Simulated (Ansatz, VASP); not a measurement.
## Two plane-wave programs on ZnSe

```
Zn Se
1.0
     0.00000    2.95843    2.95843
     2.95843    0.00000    2.95843
     2.95843    2.95843    0.00000
Zn Se
1 1
Direct
  0.00000 0.00000 0.00000
  0.25000 0.25000 0.25000
```

Alike in both runs: task single point; functional PBE; k mesh 8 × 8 × 8; occupations gaussian, width 0.02 eV; no spin polarisation.

```csv
,VASP,Ansatz
version,VASP 6.6.1,Ansatz 0.2.0
potentials or method,"VASP PAW PBE potentials, release 64 (Zn, Se), cutoff 520 eV","scalar-relativistic, plane waves, PAW"
valence electrons in the cell,18,28
```

|  | VASP | Ansatz | Ansatz less VASP |
| --- | --- | --- | --- |
| gap on the k mesh at the Fermi level (eV) | 0.80 | 0.80 | +0.001 |
| least direct gap on the mesh (eV) | 0.80 | 0.80 | +0.001 |
| pressure (GPa) | -4.2 | -4.3 | -0.14 |

VASP's potentials hold 18 valence electrons a cell and Ansatz's 28, so a difference there can come from the potentials and not from the codes.
